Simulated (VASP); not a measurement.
# CaSe (I4/mmm) in VASP: further runs

CaSe is run at these levels: PBE, r2SCAN; tasks: single point.

All numbers are computed with VASP 6.6.1; they aren't measurements. Logs are shortened: lines on timing, memory, paths and dates and some standing lists are left out, and cuts for length are marked.

## (1) The cell of the first run

The structure is tetragonal, space group I4/mmm (No. 139). The conventional cell has a = 4.321 Å, b = 4.321 Å, c = 5.877 Å, α = 90.00°, β = 90.00°, γ = 90.00°. Ca (site symmetry 4/mmm) has 6 Se at 2.94 to 3.06 Å within 3.9 Å. Within 3.9 Å of Se (site symmetry 4/mmm) lie 6 Ca at 2.94 to 3.06 Å.

## (2) Single point, PBE (epitaxial xy strain +3.0%)

Contents of INCAR:

```
PREC = Accurate ; ENCUT = 520
EDIFF = 1E-6 ; ISMEAR = -1
SIGMA = 0.02 ; LREAL = F
LASPH = T ; NELM = 80
ALGO = Normal ; ISIF = 2
LWAVE = F ; LCHARG = F
GGA = PE ; NBANDS = 15
```

Contents of KPOINTS:

```
regular mesh
0
Gamma
  8 8 8
```

Contents of POSCAR:

```
CaSe
1.0
    0.0000000000      3.0550727593      2.9382811716
    3.0550727593      0.0000000000      2.9382811716
    3.0550727593      3.0550727593      0.0000000000
Ca Se
1 1
Direct
    0.0000000000      0.0000000000      0.0000000000
    0.5000000000      0.5000000000      0.5000000000
```

Potentials or basis: VASP PAW PBE potentials, release 64 (Ca_sv, Se).

Launch:

```bash
$ cat potpaw_PBE.64/Ca_sv/POTCAR potpaw_PBE.64/Se/POTCAR > POTCAR
$ mpirun -np 1 vasp_std > vasp.out
```

OUTCAR:

```text
PREC = Accurate
   ENCUT = 520
   EDIFF = 1E-6
   ISMEAR = -1
   LREAL = F
   LASPH = T
   NELM = 80
   ISIF = 2
   GGA = PE

 ion  position               nearest neighbor table
   1  0.000  0.000  0.000-   2 2.94   2 2.94
   2  0.500  0.500  0.500-   1 2.94   1 2.94

  LATTYP: Found a body centered tetragonal cell.
 ALAT       =     4.3205253302
 C/A-ratio  =     1.3601499572

  Lattice vectors:

 A1 = (   0.0000000000,  -3.0550727593,  -2.9382811716)
 A2 = (   0.0000000000,   3.0550727593,  -2.9382811716)
 A3 = (   3.0550727593,   0.0000000000,   2.9382811716)

Analysis of symmetry for initial positions (statically):
=====================================================================
 Subroutine PRICEL returns:
 Original cell was already a primitive cell.

 Routine SETGRP: Setting up the symmetry group for a
 body centered tetragonal supercell.

 Subroutine GETGRP returns: Found 16 space group operations
 (whereof 16 operations were pure point group operations)
 out of a pool of 16 trial point group operations.

The static configuration has the point symmetry D_4h.

Analysis of symmetry for dynamics (positions and initial velocities):
=====================================================================
 Subroutine PRICEL returns:
 Original cell was already a primitive cell.

 Routine SETGRP: Setting up the symmetry group for a
 body centered tetragonal supercell.

 Subroutine GETGRP returns: Found 16 space group operations
 (whereof 16 operations were pure point group operations)
 out of a pool of 16 trial point group operations.

The dynamic configuration has the point symmetry D_4h.

 Subroutine INISYM returns: Found 16 space group operations
 (whereof 16 operations are pure point group operations),
 and found     1 'primitive' translations

----------------------------------------------------------------------------------------

                                     Primitive cell

  volume of cell :      54.8487

  direct lattice vectors                    reciprocal lattice vectors
     0.000000000  3.055072759  2.938281172    -0.163662223  0.163662223  0.170167513
     3.055072759  0.000000000  2.938281172     0.163662223 -0.163662223  0.170167513
     3.055072759  3.055072759  0.000000000     0.163662223  0.163662223 -0.170167513

  length of vectors
     4.238745782  4.238745782  4.320525330     0.287276225  0.287276225  0.287276225

  position of ions in fractional coordinates (direct lattice)
     0.000000000  0.000000000  0.000000000
     0.500000000  0.500000000  0.500000000

  ion indices of the primitive-cell ions
   primitive index   ion index
                 1           1
                 2           2

----------------------------------------------------------------------------------------

 KPOINTS: regular mesh

Automatic generation of k-mesh.
 Grid dimensions read from file:
 generate k-points for:    8    8    8

 Generating k-lattice:

  Cartesian coordinates                     Fractional coordinates (reciprocal lattice)
    -0.020457778  0.020457778  0.021270939     0.125000000  0.000000000  0.000000000
     0.020457778 -0.020457778  0.021270939     0.000000000  0.125000000  0.000000000
     0.020457778  0.020457778 -0.021270939     0.000000000  0.000000000  0.125000000

  Length of vectors
     0.035909528  0.035909528  0.035909528

  Shift w.r.t. Gamma in fractional coordinates (k-lattice)
     0.000000000  0.000000000  0.000000000

 Subroutine IBZKPT returns following result:
 ===========================================

 Found     59 irreducible k-points:

 Following reciprocal coordinates:
            Coordinates               Weight
  0.000000  0.000000  0.000000      1.000000
  0.125000  0.000000  0.000000      8.000000
  0.250000  0.000000  0.000000      8.000000
  0.375000  0.000000  0.000000      8.000000
  0.500000  0.000000  0.000000      4.000000
  0.125000  0.125000  0.000000      2.000000
[... 16 lines left out ...]
  0.250000  0.000000  0.125000     16.000000
  0.375000  0.000000  0.125000     16.000000
 [... further k-points ...]
   k-points           NKPTS =     59   k-points in BZ     NKDIM =     59   number of bands    NBANDS=     15
   number of dos      NEDOS =    301   number of ions     NIONS =      2
   total plane-waves  NPLWV =  32768
   dimension x,y,z NGX =    32 NGY =   32 NGZ =   32
   dimension x,y,z NGXF=    64 NGYF=   64 NGZF=   64
   ions per type =               1   1
   NGX,Y,Z   is equivalent  to a cutoff of  12.55, 12.55, 12.31 a.u.
   NGXF,Y,Z  is equivalent  to a cutoff of  25.10, 25.10, 24.63 a.u.
 SYSTEM =  unknown system
   PREC   = accura    normal or accurate (medium, high low for compatibility)
   ISTART =      0    job   : 0-new  1-cont  2-samecut
   ICHARG =      2    charge: 1-file 2-atom 10-const
   ISPIN  =      1    spin polarized calculation?
   LNONCOLLINEAR =      F non collinear calculations
   LSORBIT =      F    spin-orbit coupling
   LASPH  =      T    aspherical Exc in radial PAW
   ENCUT  =  520.0 eV  38.22 Ry    6.18 a.u.   7.88  7.88  8.03*2*pi/ulx,y,z
   NELM   =     80;   NELMIN=  2; NELMDL= -5     # of ELM steps
   EDIFF  = 0.1E-05   stopping-criterion for ELM
   LREAL  =      F    real-space projection
   EDIFFG = 0.1E-04   stopping-criterion for IOM
   NSW    =      0    number of steps for IOM
   IBRION =     -1    ionic relax: 0-MD 1-quasi-New 2-CG
   NFREE  =      0    steps in history (QN), initial steepest desc. (CG)
   ISIF   =      2    stress and relaxation
   ISYM   =      2    0-nonsym 1-usesym 2-fastsym
   POTIM  = 0.5000    time-step for ionic-motion
   TEBEG  =    0.0;   TEEND  =   0.0 temperature during run
   PSTRESS=    0.0 pullay stress
   NELECT =      16.0000    total number of electrons
   NUPDOWN=      -1.0000    fix difference up-down
   EMIN   =  10.00;   EMAX   =-10.00  energy-range for DOS
   EFERMI =   0.00;   METHOD = LEGACY
   ISMEAR =    -1;   SIGMA  =   0.02  broadening in eV -4-tet -1-fermi 0-gaus
   EFERMI_NEDOS =   21; number of points for ismear=-14 and -15
   IALGO  =     38    algorithm
   IMIX   =      4    mixing-type and parameters
     AMIX     =   0.40;   BMIX     =  1.00
     AMIX_MAG =   1.60;   BMIX_MAG =  1.00
  volume/ion in A,a.u.               =      27.42       185.07
  Fermi-wavevector in a.u.,A,eV,Ry     =   1.085740  2.051752 16.038986  1.178832
  Thomas-Fermi vector in A             =   2.221861
   LORBIT       =      0    0 simple, 1 ext, 2 COOP (PROOUT), +10 PAW based schemes
   GGA     = PE    functional components
   LHFCALC =     F    Hartree Fock is set to
   AEXX    =    0.0000 exact exchange contribution
   IVDW    =     0    specifies the selected vdW correction
   LEPSILON=     F    determine dielectric tensor
   LRPA    =     F    only Hartree local field effects (RPA)
 non-spin polarized calculation
  energy-cutoff  :      520.00
  volume of cell :       54.85
 maximum number of plane-waves:      1498
   NGX = 15   NGY = 15   NGZ = 17

 number of electron      16.0000002 magnetization

 Free energy of the ion-electron system (eV)
  ---------------------------------------------------
  ext. energy  EPLUGINS =         0.00000000
  ---------------------------------------------------
  free energy    TOTEN  =        -9.46468969 eV

  energy without entropy =       -9.46468969  energy(sigma->0) =       -9.46468969

 E-fermi :   2.5835     XC(G=0):  -8.9095

 val. band max:        2.0565925177   @ k =   0.0000   0.0000   0.0000
 cond. band min:       4.1950497419   @ k =   0.5000   0.5000   0.0000
 fundamental gap:      2.1384572242
 Fermi energy:         2.5834846843

 k-point     1 :       0.0000    0.0000    0.0000
  band No.  band energies     occupation
      1     -37.8683      2.00000
      2     -18.8573      2.00000
      3     -18.8573      2.00000
      4     -18.8440      2.00000
      5      -9.5524      2.00000
      6       2.0560      2.00000
      7       2.0560      2.00000
      8       2.0566      2.00000
      9       5.0506      0.00000
     10       5.6983      0.00000
     11       5.6983      0.00000
     12       5.9346      0.00000
     13       6.2251      0.00000
     14       6.4060      0.00000
     15      11.6940      0.00000

 k-point     2 :       0.1250    0.0000    0.0000
  band No.  band energies     occupation
      1     -37.8676      2.00000
      2     -18.8674      2.00000
      3     -18.8586      2.00000
      4     -18.8474      2.00000
      5      -9.4721      2.00000
      6       1.3300      2.00000
      7       1.8404      2.00000
      8       1.8450      2.00000
      9       5.5172      0.00000
     10       5.9076      0.00000
     11       5.9989      0.00000
     12       6.1704      0.00000
     13       6.5831      0.00000
     14       6.8082      0.00000
     15      11.7597      0.00000

 k-point     3 :       0.2500    0.0000    0.0000
  band No.  band energies     occupation
      1     -37.8658      2.00000
      2     -18.8969      2.00000
      3     -18.8618      2.00000
      4     -18.8502      2.00000
      5      -9.2692      2.00000
      6       0.1722      2.00000
      7       1.4218      2.00000
      8       1.4302      2.00000
      9       5.7183      0.00000
     10       6.4094      0.00000
     11       6.4881      0.00000
     12       7.3346      0.00000
     13       7.4734      0.00000
     14       7.8094      0.00000
     15      11.1221      0.00000
[... 343 lines left out ...]
 k-point    23 :       0.2500    0.0000    0.1250
  band No.  band energies     occupation
      1     -37.8660      2.00000
      2     -18.8882      2.00000
      3     -18.8633      2.00000
      4     -18.8524      2.00000
      5      -9.3116      2.00000
      6       0.3759      2.00000
      7       1.4709      2.00000
      8       1.5773      2.00000
      9       5.3957      0.00000
     10       6.2558      0.00000
     11       6.5844      0.00000
     12       6.9278      0.00000
     13       7.0621      0.00000
     14       8.2816      0.00000
     15      11.2593      0.00000

 k-point    24 :       0.3750    0.0000    0.1250
  band No.  band energies     occupation
      1     -37.8643      2.00000
      2     -18.9153      2.00000
      3     -18.8673      2.00000
      4     -18.8556      2.00000
      5      -9.1095      2.00000
      6      -0.3887      2.00000
      7       1.0200      2.00000
      8       1.2263      2.00000
      9       5.7173      0.00000
     10       6.9581      0.00000
     11       7.1473      0.00000
     12       7.5882      0.00000
     13       7.9003      0.00000
     14       8.9652      0.00000
     15      10.1528      0.00000

 [... further k-points ...]

------------------------ aborting loop because EDIFF is reached ----------------------------------------

  FORCE on cell =-STRESS in cart. coord.  units (eV):
  Direction    XX          YY          ZZ          XY          YZ          ZX
  --------------------------------------------------------------------------------------
  -------------------------------------------------------------------------------------
  Total       -0.7950356     -0.7950356      0.2364218      0.0000000     -0.0000000      0.0000000
  in kB      -23.2236623    -23.2236623      6.9060812      0.0000000     -0.0000000      0.0000000
  external PRESSURE =     -13.1804144 kB  Pullay stress =       0.0000000 kB

 VOLUME and BASIS-vectors are now :
 -----------------------------------------------------------------------------
  energy-cutoff  :      520.00
  volume of cell :       54.85
      direct lattice vectors                 reciprocal lattice vectors
     0.000000000  3.055072759  2.938281172    -0.163662223  0.163662223  0.170167513
     3.055072759  0.000000000  2.938281172     0.163662223 -0.163662223  0.170167513
     3.055072759  3.055072759  0.000000000     0.163662223  0.163662223 -0.170167513

 POSITION                                       TOTAL-FORCE (eV/Angst)
 -----------------------------------------------------------------------------------
      0.00000      0.00000      0.00000         0.000000     -0.000000      0.000000
      3.05507      3.05507      2.93828        -0.000000      0.000000      0.000000
 -----------------------------------------------------------------------------------
    total drift:                                0.000000     -0.000000     -0.000000

  FREE ENERGIE OF THE ION-ELECTRON SYSTEM (eV)
  ---------------------------------------------------
  free  energy   TOTEN  =        -9.4646896932 eV

  energy  without entropy=       -9.4646896932  energy(sigma->0) =       -9.46468969
```

Run time: 57 s. Hardware: 1 thread of Intel Xeon 8259CL, shared host; peak memory 0.2 GiB.

Results:

| Quantity | Value |
| --- | --- |
| Free energy | -9.4647 eV |
| Pressure | -1.3 GPa |
| Band gap on the k mesh | 2.14 eV (least direct gap 2.95 eV) |

Caveat: the cell differs from its parent crystal (epitaxial xy strain +3.0%). A k mesh can miss the band edges.

## (3) Single point, r2SCAN (epitaxial xy strain +3.0%)

POSCAR is that of step 2.

Contents of INCAR.step1:

```
SYSTEM = CaSe
ALGO     = Normal         ! electronic algorithm
EDIFF    = 1E-4           ! SCF threshold, eV
ENCUT    = 520            ! plane-wave cutoff, eV
GGA      = PE             ! functional
ISMEAR   = 0              ! smearing method
LASPH    = .True.         ! aspherical terms in the spheres
LCHARG   = .False.        ! write CHGCAR
LREAL    = .False.        ! projectors in reciprocal space
LWAVE    = .True.         ! write WAVECAR
NBANDS   = 15             ! bands
NELM     = 80             ! most SCF steps
PREC     = Accurate       ! precision mode
SIGMA    = 0.01           ! smearing width, eV
```

Contents of INCAR.step2:

```
SYSTEM = CaSe
ALGO     = Normal         ! electronic algorithm
EDIFF    = 1E-6           ! SCF threshold, eV
ENCUT    = 520            ! plane-wave cutoff, eV
ISIF     = 2              ! what is computed and relaxed
ISMEAR   = 0              ! smearing method
ISTART   = 1            
LASPH    = .True.         ! aspherical terms in the spheres
LCHARG   = .False.        ! write CHGCAR
LMIXTAU  = .True.       
LREAL    = .False.        ! projectors in reciprocal space
LWAVE    = .False.        ! write WAVECAR
METAGGA  = R2SCAN         ! meta-GGA
NBANDS   = 15             ! bands
NELM     = 80             ! most SCF steps
PREC     = Accurate       ! precision mode
SIGMA    = 0.01           ! smearing width, eV
```

Contents of KPOINTS:

```
k-points
0
Gamma
  8 8 8
  0 0 0
```

Potentials or basis: VASP PAW PBE potentials, release 64 (Ca_sv, Se).

Launch:

```bash
$ cat potpaw_PBE.64/Ca_sv/POTCAR potpaw_PBE.64/Se/POTCAR > POTCAR
$ cp INCAR.step1 INCAR
$ mpirun -np 1 vasp_std > vasp.out
$ cp INCAR.step2 INCAR
$ mpirun -np 1 vasp_std > vasp.out
```

Wall time 2.7 min (1 thread of Intel Xeon 8259CL, shared host); peak memory 0.21 GiB.

It converged, with:

```
Free energy            : -25.9500 eV
Pressure               : -1.9 GPa
Band gap on the k mesh : 2.60 eV (least direct gap 3.43 eV)
```

Stress tensor (GPa, compression positive):
```
-2.98  0.00  0.00
 0.00 -2.98  0.00
 0.00  0.00  0.28
```

Levels at points of the mesh, in eV from the valence-band top:
```csv
k point,band 4,band 5,band 6,band 7,band 8,band 9,band 10,band 11,band 12,band 13
"(0.00, 0.00, 0.00)",-21.57,-12.00,0.00,0.00,0.00,3.74,4.16,4.16,4.40,4.72
"(0.50, 0.00, 0.00)",-21.58,-11.38,-3.07,-1.08,-1.07,5.00,5.89,5.97,6.01,7.66
"(0.50, 0.50, 0.00)",-21.61,-11.44,-2.32,-0.98,-0.98,2.60,5.51,5.57,6.44,6.44
"(0.50, 0.00, 0.50)",-21.60,-11.48,-2.43,-0.89,-0.80,2.63,5.37,5.68,6.39,6.42
```

Caveat: the cell differs from its parent crystal (epitaxial xy strain +3.0%); the PAW data sets were made with another functional, which shifts forces and pressure a little. A k mesh can miss the band edges.
